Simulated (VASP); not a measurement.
Write the native input for VASP 6.6.1 that does the following.

```yaml
Task: single point
Functional: r2SCAN
Potentials_or_basis: VASP PAW PBE potentials, release 64 (K_sv, Cl)
Cutoff: 520 eV
k_mesh: 6 × 6 × 2
Occupations: fermi-dirac, width 0.069 eV
Spin: no spin polarisation
Dipole_correction: no
Further_INCAR_settings: ALGO = Normal; EDIFF = 1e-06; NBANDS = 24
```

Crystal: KCl.

```xyz
4
Lattice="5.3707 0.0000 0.0000 -2.6854 4.6512 0.0000 0.0000 0.0000 6.2706" Properties=species:S:1:pos:R:3 pbc="T T T"
K    -0.0536    3.0158   -0.3886
K     2.7974    1.4413    2.8395
Cl   -0.0134    3.2826    2.7341
Cl    2.7647    1.6117    5.8086
```

One way to write it, as run:

POSCAR

```
KCl
1.0
    5.3707030000      0.0000000000      0.0000000000
   -2.6853520000      4.6511650000      0.0000000000
    0.0000000000      0.0000000000      6.2705740000
K Cl
2 2
Direct
    0.3142098233      0.6483863720     -0.0619664165
    0.6757983397      0.3098752678      0.4528322288
    0.3503843704      0.7057515698      0.4360186165
    0.6880363377      0.3465060904      0.9263214181
```

INCAR.step1

```
SYSTEM = KCl
  PREC = Accurate
  ENCUT = 520
  ISMEAR = -1
  SIGMA = 0.069
  LREAL = .FALSE.
  LASPH = .TRUE.
  NELM = 80
  NBANDS = 24
  GGA = PE
  ALGO = Normal
  EDIFF = 1E-4
  LWAVE = .TRUE.
  LCHARG = .FALSE.
```

INCAR.step2

```
SYSTEM = KCl
  PREC = Accurate
  ENCUT = 520
  EDIFF = 1E-6
  ISMEAR = -1
  SIGMA = 0.069
  LREAL = .FALSE.
  LASPH = .TRUE.
  NELM = 80
  ALGO = Normal
  ISIF = 2
  LWAVE = .FALSE.
  LCHARG = .FALSE.
  METAGGA = R2SCAN
  LMIXTAU = .TRUE.
  NBANDS = 24
  ISTART = 1
```

KPOINTS

```
Automatic mesh
0
G
  6 6 2
  0 0 0
```

Potentials or basis: VASP PAW PBE potentials, release 64 (K_sv, Cl).

Command:

```sh
$ cat potpaw_PBE.64/K_sv/POTCAR potpaw_PBE.64/Cl/POTCAR > POTCAR
$ cp INCAR.step1 INCAR
$ mpirun -np 1 vasp_std > vasp.out
$ cp INCAR.step2 INCAR
$ mpirun -np 1 vasp_std > vasp.out
```

Results of the run:

| Item | Value |
| --- | --- |
| Pressure | 0.3 GPa |
| Largest force | 0.679 eV/Å |
| Band gap on the k mesh | 5.34 eV |

Caveat: the k points lie up to 0.50 Å⁻¹ apart; the atoms stand as in a frame of molecular dynamics; the PAW data sets were made with another functional, which shifts forces and pressure a little.

Wall time 3.2 min on 1 thread of Intel(R) Xeon(R) 6975P-C (Granite Rapids) (shared host), peak memory 0.35 GiB.
